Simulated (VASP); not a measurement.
# Pt (Cmcm) in VASP: single point with LDA

Aim: the single point of Pt with LDA.

All numbers are computed with VASP 6.6.1; they aren't measurements. Logs are shortened: lines on timing, memory, paths and dates and some standing lists are left out, and cuts for length are marked.

### Step 1. The cell of the first run

The structure is orthorhombic, space group Cmcm (No. 63). The conventional cell has a = 2.788 Å, b = 4.734 Å, c = 4.792 Å, α = 90.00°, β = 90.00°, γ = 90.00°. Within 3.6 Å of Pt (site symmetry m2m) lie 12 Pt at 2.75 to 2.88 Å.

### Step 2. Single point, LDA (strain +0.0100 x Voigt [1, -1, 0, 0, 0, 0])

File INCAR:

```
SYSTEM = Pt
ALGO = Normal ; EDIFF = 1E-6
ENCUT = 500 ; GGA_COMPAT = .FALSE.
ISIF = 2 ; ISMEAR = 0
LASPH = .TRUE. ; LCHARG = .FALSE.
LREAL = .FALSE. ; LWAVE = .FALSE.
NBANDS = 25 ; NELM = 120
PREC = Accurate ; SIGMA = 0.15
```

File KPOINTS:

```
k-points
0
G
  21 21 10
  0 0 0
```

File POSCAR:

```
Pt
1.0
    2.7882722719      0.0000000000      0.0000000000
   -1.3941361360      2.3668984891      0.0000000000
    0.0000000000      0.0000000000      4.7921340000
Pt
2
Direct
    0.6666666667      0.3333333333      0.7500000000
    0.3333333333      0.6666666667      0.2500000000
```

Potentials or basis: VASP PAW LDA potentials, release 64 (Pt_sv_GW).

Command:

```bash
cat potpaw_LDA.64/Pt_sv_GW/POTCAR > POTCAR
mpirun -np 1 vasp_std > vasp.out
```

OUTCAR:

```text
SYSTEM = Pt
   EDIFF = 1E-6
   ENCUT = 500
   ISIF = 2
   ISMEAR = 0
   LASPH = .TRUE.
   LREAL = .FALSE.
   NELM = 120
   PREC = Accurate

 ion  position               nearest neighbor table
   1  0.667  0.333  0.750-   2 2.87   2 2.87   2 2.88   2 2.88   2 2.88   2 2.88
   2  0.333  0.667  0.250-   1 2.87   1 2.87   1 2.88   1 2.88   1 2.88   1 2.88

  Warning from LATTYP: Monoclinic adjustment (A1->A3, A2->A1, A3->A2)!
  LATTYP: Found a base centered orthorhombic cell.
 ALAT       =     2.7882722719
 B/A-ratio  =     1.6977527718
 C/A-ratio  =     1.7186750549

  Lattice vectors:

 A1 = (   1.3941361360,  -2.3668984891,   0.0000000000)
 A2 = (   1.3941361359,   2.3668984891,   0.0000000000)
 A3 = (   0.0000000000,   0.0000000000,   4.7921340000)

Analysis of symmetry for initial positions (statically):
=====================================================================
 Subroutine PRICEL returns:
 Original cell was already a primitive cell.

 Routine SETGRP: Setting up the symmetry group for a
 base centered orthorhombic supercell.

 Subroutine GETGRP returns: Found  8 space group operations
 (whereof  4 operations were pure point group operations)
 out of a pool of  8 trial point group operations.

The static configuration has the point symmetry C_2h.
 The point group associated with its full space group is D_2h.

Analysis of symmetry for dynamics (positions and initial velocities):
=====================================================================
 Subroutine PRICEL returns:
 Original cell was already a primitive cell.

 Routine SETGRP: Setting up the symmetry group for a
 base centered orthorhombic supercell.

 Subroutine GETGRP returns: Found  8 space group operations
 (whereof  4 operations were pure point group operations)
 out of a pool of  8 trial point group operations.

The dynamic configuration has the point symmetry C_2h.
 The point group associated with its full space group is D_2h.

 Subroutine INISYM returns: Found  8 space group operations
 (whereof  4 operations are pure point group operations),
 and found     1 'primitive' translations

----------------------------------------------------------------------------------------

                                     Primitive cell

  volume of cell :      31.6260

  direct lattice vectors                    reciprocal lattice vectors
     2.788272272  0.000000000  0.000000000     0.358645033  0.211246913  0.000000000
    -1.394136136  2.366898489  0.000000000     0.000000000  0.422493827  0.000000000
[... 83 lines left out ...]
   ENCUT  =  500.0 eV  36.75 Ry    6.06 a.u.   5.08  5.01  8.74*2*pi/ulx,y,z
   NELM   =    120;   NELMIN=  2; NELMDL= -5     # of ELM steps
   EDIFF  = 0.1E-05   stopping-criterion for ELM
   LREAL  =      F    real-space projection
   EDIFFG = 0.1E-04   stopping-criterion for IOM
   NSW    =      0    number of steps for IOM
   IBRION =     -1    ionic relax: 0-MD 1-quasi-New 2-CG
   NFREE  =      0    steps in history (QN), initial steepest desc. (CG)
   ISIF   =      2    stress and relaxation
   ISYM   =      2    0-nonsym 1-usesym 2-fastsym
   POTIM  = 0.5000    time-step for ionic-motion
   TEBEG  =    0.0;   TEEND  =   0.0 temperature during run
   PSTRESS=    0.0 pullay stress
   NELECT =      36.0000    total number of electrons
   NUPDOWN=      -1.0000    fix difference up-down
   EMIN   =  10.00;   EMAX   =-10.00  energy-range for DOS
   EFERMI =   0.00;   METHOD = LEGACY
   ISMEAR =     0;   SIGMA  =   0.15  broadening in eV -4-tet -1-fermi 0-gaus
   EFERMI_NEDOS =   21; number of points for ismear=-14 and -15
   IALGO  =     38    algorithm
   IMIX   =      4    mixing-type and parameters
     AMIX     =   0.40;   BMIX     =  1.00
     AMIX_MAG =   1.60;   BMIX_MAG =  1.00
  volume/ion in A,a.u.               =      15.81       106.71
  Fermi-wavevector in a.u.,A,eV,Ry     =   1.709337  3.230179 39.753960  2.921834
  Thomas-Fermi vector in A             =   2.787839
   LORBIT       =      0    0 simple, 1 ext, 2 COOP (PROOUT), +10 PAW based schemes
   GGA     = CA    functional components
   LHFCALC =     F    Hartree Fock is set to
   AEXX    =    0.0000 exact exchange contribution
   IVDW    =     0    specifies the selected vdW correction
   LEPSILON=     F    determine dielectric tensor
   LRPA    =     F    only Hartree local field effects (RPA)
 non-spin polarized calculation
 Gauss-broadening in eV      SIGMA  =   0.15
  energy-cutoff  :      500.00
  volume of cell :       31.63
 maximum number of plane-waves:       829
   NGX = 11   NGY =  9   NGZ = 17

 number of electron      36.0000000 magnetization

 Free energy of the ion-electron system (eV)
  ---------------------------------------------------
  ext. energy  EPLUGINS =         0.00000000
  ---------------------------------------------------
  free energy    TOTEN  =       -14.43486126 eV

  energy without entropy =      -14.39049986  energy(sigma->0) =      -14.41268056

 E-fermi :   9.5889     XC(G=0): -14.0644

 val. band max:        9.5885196348   @ k =  -0.4762   0.2381   0.1000
 cond. band min:       9.5903726229   @ k =  -0.4762   0.1905   0.1000
 fundamental gap:      0.0018529881
 Fermi energy:         9.5889244047

 k-point     1 :       0.0000    0.0000    0.0000
  band No.  band energies     occupation
      1     -88.4557      2.00000
      2     -88.4364      2.00000
      3     -42.9547      2.00000
      4     -42.7658      2.00000
      5     -42.7570      2.00000
      6     -42.7251      2.00000
[... 661 lines left out ...]
     24      22.6739      0.00000
     25      23.5916      0.00000

 [... further k-points ...]

------------------------ aborting loop because EDIFF is reached ----------------------------------------

  FORCE on cell =-STRESS in cart. coord.  units (eV):
  Direction    XX          YY          ZZ          XY          YZ          ZX
  --------------------------------------------------------------------------------------
  -------------------------------------------------------------------------------------
  Total       -3.9322448     -3.1729167     -3.5814311      0.0000000      0.0000000      0.0000000
  in kB     -199.2082678   -160.7405626   -181.4359830      0.0000000      0.0000000      0.0000000
  external PRESSURE =    -180.4616045 kB  Pullay stress =       0.0000000 kB

 VOLUME and BASIS-vectors are now :
 -----------------------------------------------------------------------------
  energy-cutoff  :      500.00
  volume of cell :       31.63
      direct lattice vectors                 reciprocal lattice vectors
     2.788272272  0.000000000  0.000000000     0.358645033  0.211246913  0.000000000
    -1.394136136  2.366898489  0.000000000     0.000000000  0.422493827  0.000000000
     0.000000000  0.000000000  4.792134000     0.000000000  0.000000000  0.208675300

 POSITION                                       TOTAL-FORCE (eV/Angst)
 -----------------------------------------------------------------------------------
      1.39414      0.78897      3.59410        -0.000000      0.004432      0.000000
     -0.00000      1.57793      1.19803         0.000000     -0.004432      0.000000
 -----------------------------------------------------------------------------------
    total drift:                               -0.000001      0.000000     -0.000000

  FREE ENERGIE OF THE ION-ELECTRON SYSTEM (eV)
  ---------------------------------------------------
  free  energy   TOTEN  =       -14.4348612635 eV

  energy  without entropy=      -14.3904998606  energy(sigma->0) =      -14.41268056
```

Run time: 2.4 min. Hardware: 1 thread of Intel Xeon 6975P-C (Granite Rapids), shared host; peak memory 0.51 GiB.

Results:

| Quantity | Value |
| --- | --- |
| Free energy | -14.4349 eV |
| Pressure | -18.0 GPa |
| Largest force | 0.004 eV/Å |
| Band gap on the k mesh | zero (bands 18 and 19 overlap by 1.25 eV) |

Forces in eV/Å, atoms in the order of the input:
```
Pt   0.000  0.004  0.000
Pt   0.000 -0.004  0.000
```

Caveat: the cell differs from its parent crystal (strain +0.0100 x Voigt [1, -1, 0, 0, 0, 0]); the cell stands under tension; spin-orbit coupling is left out, which moves the levels of the heavy elements.
